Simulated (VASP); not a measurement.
# PbF2 (Fm-3m) in VASP: single point with PBE

Aim: the single point of PbF2 with PBE.

All numbers are computed with VASP 6.6.1; they aren't measurements. Logs are shortened: lines on timing, memory, paths and dates and some standing lists are left out, and cuts for length are marked.

## 1. The cell of the first run

It takes space group Fm-3m (No. 225, cubic). The conventional cell has a = 5.921 Å, b = 5.921 Å, c = 5.921 Å, α = 90.00°, β = 90.00°, γ = 90.00°. Within 3.4 Å of Pb (site symmetry m-3m) lie 8 F at 2.56 Å. F (site symmetry -43m) has 4 Pb at 2.56 Å and 6 F at 2.96 Å within 3.4 Å.

## 2. Single point, PBE, non-collinear spin, zero start, spin-orbit coupling

INCAR reads:

```
PREC = Accurate
ENCUT = 520
EDIFF = 1E-6
ISMEAR = 0
SIGMA = 0.01
LREAL = False
LASPH = True
NELM = 150
ALGO = Normal
ISIF = 2
LWAVE = False
LCHARG = True
MAGMOM = 0 0 0 0 0 0 0 0 0
LORBIT = 11
LSORBIT = True
GGA_COMPAT = False
LORBMOM = True
GGA = PE
LVHAR = True
NBANDS = 41
```

KPOINTS reads:

```
regular mesh
0
Gamma
  8 8 8
```

POSCAR reads:

```
PbF2
1.0
    0.0000000000      2.9604381111      2.9604381111
    2.9604381111      0.0000000000      2.9604381111
    2.9604381111      2.9604381111      0.0000000000
Pb F
1 2
Direct
    0.0000000000      0.0000000000      0.0000000000
    0.2500000000      0.2500000000      0.2500000000
    0.7500000000      0.7500000000      0.7500000000
```

Potentials or basis: VASP PAW PBE potentials, release 64 (Pb_d, F).

Started as:

```bash
$ cat potpaw_PBE.64/Pb_d/POTCAR potpaw_PBE.64/F/POTCAR > POTCAR
$ mpirun -np 1 vasp_ncl > vasp.out
```

OUTCAR:

```text
PREC = Accurate
   ENCUT = 520
   EDIFF = 1E-6
   ISMEAR = 0
   LREAL = False
   LASPH = True
   NELM = 150
   ISIF = 2
   LORBIT = 11
   LSORBIT = True
   GGA = PE

 ion  position               nearest neighbor table
   1  0.000  0.000  0.000-   3 2.56   3 2.56   3 2.56   2 2.56   3 2.56   2 2.56   2 2.56   2 2.56

   2  0.250  0.250  0.250-   1 2.56   1 2.56   1 2.56   1 2.56
   3  0.750  0.750  0.750-   1 2.56   1 2.56   1 2.56   1 2.56

  LATTYP: Found a face centered cubic cell.
 ALAT       =     5.9208762222

  Lattice vectors:

 A1 = (   0.0000000000,   2.9604381111,   2.9604381111)
 A2 = (   2.9604381111,   0.0000000000,   2.9604381111)
 A3 = (   2.9604381111,   2.9604381111,   0.0000000000)

Analysis of symmetry for initial positions (statically):
=====================================================================
 Subroutine PRICEL returns:
 Original cell was already a primitive cell.

 Routine SETGRP: Setting up the symmetry group for a
 face centered cubic supercell.

 Subroutine GETGRP returns: Found 48 space group operations
 (whereof 48 operations were pure point group operations)
 out of a pool of 48 trial point group operations.

The static configuration has the point symmetry O_h .

Analysis of symmetry for dynamics (positions and initial velocities):
=====================================================================
 Subroutine PRICEL returns:
 Original cell was already a primitive cell.

 Routine SETGRP: Setting up the symmetry group for a
 face centered cubic supercell.

 Subroutine GETGRP returns: Found 48 space group operations
 (whereof 48 operations were pure point group operations)
 out of a pool of 48 trial point group operations.

The dynamic configuration has the point symmetry O_h .

Analysis of structural, dynamic, and magnetic symmetry:
=====================================================================
 Subroutine PRICEL returns:
 Original cell was already a primitive cell.

 Routine SETGRP: Setting up the symmetry group for a
 face centered cubic supercell.

 Subroutine GETGRP returns: Found 48 space group operations
 (whereof 48 operations were pure point group operations)
 out of a pool of 48 trial point group operations.

The overall configuration has the point symmetry O_h .

 Subroutine INISYM returns: Found 48 space group operations
 (whereof 48 operations are pure point group operations),
 and found     1 'primitive' translations

----------------------------------------------------------------------------------------

                                     Primitive cell

  volume of cell :      51.8917

  direct lattice vectors                    reciprocal lattice vectors
     0.000000000  2.960438111  2.960438111    -0.168893921  0.168893921  0.168893921
     2.960438111  0.000000000  2.960438111     0.168893921 -0.168893921  0.168893921
     2.960438111  2.960438111  0.000000000     0.168893921  0.168893921 -0.168893921

  length of vectors
     4.186691727  4.186691727  4.186691727     0.292532852  0.292532852  0.292532852

  position of ions in fractional coordinates (direct lattice)
     0.000000000  0.000000000  0.000000000
     0.250000000  0.250000000  0.250000000
     0.750000000  0.750000000  0.750000000

  ion indices of the primitive-cell ions
   primitive index   ion index
                 1           1
                 2           2
                 3           3

----------------------------------------------------------------------------------------

 KPOINTS: regular mesh

Automatic generation of k-mesh.
 Grid dimensions read from file:
 generate k-points for:    8    8    8

 Generating k-lattice:

  Cartesian coordinates                     Fractional coordinates (reciprocal lattice)
[... 95 lines left out ...]
   NGX = 15   NGY = 15   NGZ = 15

 number of electron      28.0000003 magnetization       0.0000000      0.0000000      0.0000000

 number of electron      28.0000003 magnetization       0.0000000     -0.0000000      0.0000000

 number of electron      28.0000003 magnetization       0.0000000     -0.0000000     -0.0000000

 Free energy of the ion-electron system (eV)
  ---------------------------------------------------
  ext. energy  EPLUGINS =         0.00000000
  ---------------------------------------------------
  free energy    TOTEN  =       -14.60569190 eV

  energy without entropy =      -14.60569190  energy(sigma->0) =      -14.60569190

 E-fermi :   1.9677     XC(G=0):  -9.4234

 val. band max:        1.9136209927   @ k =  -0.2500   0.5000   0.2500
 cond. band min:       6.0516981815   @ k =   0.5000   0.5000   0.0000
 fundamental gap:      4.1380771887
 Fermi energy:         1.9677342520

 k-point     1 :       0.0000    0.0000    0.0000
  band No.  band energies     occupation
      1     -19.2290      1.00000
      2     -19.2290      1.00000
      3     -18.6048      1.00000
      4     -18.6048      1.00000
      5     -14.0116      1.00000
      6     -14.0116      1.00000
[... 1021 lines left out ...]
     39      17.9692      0.00000
     40      17.9692      0.00000

 [... further k-points ...]

 [bands above 40 left out]

------------------------ aborting loop because EDIFF is reached ----------------------------------------

  FORCE on cell =-STRESS in cart. coord.  units (eV):
  Direction    XX          YY          ZZ          XY          YZ          ZX
  --------------------------------------------------------------------------------------
  -------------------------------------------------------------------------------------
  Total        0.8550489      0.8550489      0.8550489     -0.0000000     -0.0000000      0.0000000
  in kB       26.3999792     26.3999792     26.3999792     -0.0000000     -0.0000000      0.0000000
  external PRESSURE =      26.3999792 kB  Pullay stress =       0.0000000 kB

 VOLUME and BASIS-vectors are now :
 -----------------------------------------------------------------------------
  energy-cutoff  :      520.00
  volume of cell :       51.89
      direct lattice vectors                 reciprocal lattice vectors
     0.000000000  2.960438111  2.960438111    -0.168893921  0.168893921  0.168893921
     2.960438111  0.000000000  2.960438111     0.168893921 -0.168893921  0.168893921
     2.960438111  2.960438111  0.000000000     0.168893921  0.168893921 -0.168893921

 POSITION                                       TOTAL-FORCE (eV/Angst)
 -----------------------------------------------------------------------------------
      0.00000      0.00000      0.00000        -0.000000      0.000000     -0.000000
      1.48022      1.48022      1.48022         0.000000      0.000000      0.000000
      4.44066      4.44066      4.44066        -0.000000     -0.000000     -0.000000
 -----------------------------------------------------------------------------------
    total drift:                               -0.000000     -0.000000     -0.000000

  FREE ENERGIE OF THE ION-ELECTRON SYSTEM (eV)
  ---------------------------------------------------
  free  energy   TOTEN  =       -14.6056918961 eV

  energy  without entropy=      -14.6056918961  energy(sigma->0) =      -14.60569190

 orbital moment (x)

 # of ion     p       d       tot
 ----------------------------------------
  1         0.000   0.000   0.000
  2         0.000   0.000   0.000
  3         0.000   0.000   0.000
 ----------------------------------------
            0.000   0.000   0.000

 orbital moment (y)

 # of ion     p       d       tot
 ----------------------------------------
  1         0.000  -0.000  -0.000
  2         0.000   0.000   0.000
  3         0.000   0.000   0.000
 ----------------------------------------
            0.000  -0.000   0.000

 orbital moment (z)

 # of ion     p       d       tot
 ----------------------------------------
  1         0.000   0.000   0.000
  2         0.000   0.000   0.000
  3         0.000   0.000   0.000
 ----------------------------------------
            0.000   0.000   0.000

 Spin-Orbit-Coupling matrix elements

 Ion:    1  E_soc:     -0.5596004
 l=   1
     0.0000000    -0.0279816    -0.0279816
    -0.0279816     0.0000000    -0.0279816
    -0.0279816    -0.0279816     0.0000000
 l=   2
     0.0000000    -0.0129251     0.0000000    -0.0129251    -0.0523600
    -0.0129251     0.0000000    -0.0392700    -0.0129251    -0.0130900
     0.0000000    -0.0392700     0.0000000    -0.0392700     0.0000000
    -0.0129251    -0.0129251    -0.0392700     0.0000000    -0.0130900
    -0.0523600    -0.0130900     0.0000000    -0.0130900     0.0000000
 l=   3
     0.0000000     0.0000000     0.0000000     0.0000000     0.0000000     0.0000000     0.0000000
     0.0000000     0.0000000     0.0000000     0.0000000     0.0000000     0.0000000     0.0000000
     0.0000000     0.0000000     0.0000000     0.0000000     0.0000000     0.0000000     0.0000000
     0.0000000     0.0000000     0.0000000     0.0000000     0.0000000     0.0000000     0.0000000
[... 29 lines left out ...]
 l=   2
     0.0000000     0.0000000     0.0000000     0.0000000     0.0000000
     0.0000000     0.0000000     0.0000000     0.0000000     0.0000000
     0.0000000     0.0000000     0.0000000     0.0000000     0.0000000
     0.0000000     0.0000000     0.0000000     0.0000000     0.0000000
     0.0000000     0.0000000     0.0000000     0.0000000     0.0000000
 l=   3
     0.0000000     0.0000000     0.0000000     0.0000000     0.0000000     0.0000000     0.0000000
     0.0000000     0.0000000     0.0000000     0.0000000     0.0000000     0.0000000     0.0000000
     0.0000000     0.0000000     0.0000000     0.0000000     0.0000000     0.0000000     0.0000000
     0.0000000     0.0000000     0.0000000     0.0000000     0.0000000     0.0000000     0.0000000
     0.0000000     0.0000000     0.0000000     0.0000000     0.0000000     0.0000000     0.0000000
     0.0000000     0.0000000     0.0000000     0.0000000     0.0000000     0.0000000     0.0000000
     0.0000000     0.0000000     0.0000000     0.0000000     0.0000000     0.0000000     0.0000000

 total charge

# of ion       s       p       d       tot
------------------------------------------
    1        1.554   0.295   9.869  11.718
    2        1.743   4.324   0.000   6.066
    3        1.743   4.324   0.000   6.066
--------------------------------------------------
tot          5.039   8.942   9.869  23.850

 magnetization (x)

# of ion       s       p       d       tot
------------------------------------------
    1        0.000   0.000   0.000   0.000
    2       -0.000   0.000   0.000  -0.000
    3        0.000   0.000   0.000   0.000
--------------------------------------------------
tot          0.000   0.000   0.000   0.000

 magnetization (y)

# of ion       s       p       d       tot
------------------------------------------
    1       -0.000  -0.000   0.000  -0.000
    2        0.000  -0.000   0.000  -0.000
    3        0.000  -0.000   0.000  -0.000
--------------------------------------------------
tot          0.000  -0.000   0.000  -0.000

 magnetization (z)

# of ion       s       p       d       tot
------------------------------------------
    1        0.000   0.000   0.000   0.000
    2       -0.000   0.000   0.000   0.000
    3        0.000   0.000   0.000   0.000
--------------------------------------------------
tot          0.000   0.000   0.000   0.000
```

It took 67 s on 1 thread of Intel Xeon 6975P-C (Granite Rapids), shared host; peak memory 0.35 GiB.

Results:

| Property | Result |
| --- | --- |
| Free energy | -14.6057 eV |
| Pressure | 2.6 GPa |
| Net moment | 0.00 μB per cell |
| Valence electrons inside the program's atomic spheres | Pb 11.72; F 6.07 |

Moments on the atoms (μB; x, y, z):
```
Pb  0.00 0.00 0.00
F   0.00 0.00 0.00
F   0.00 0.00 0.00
```
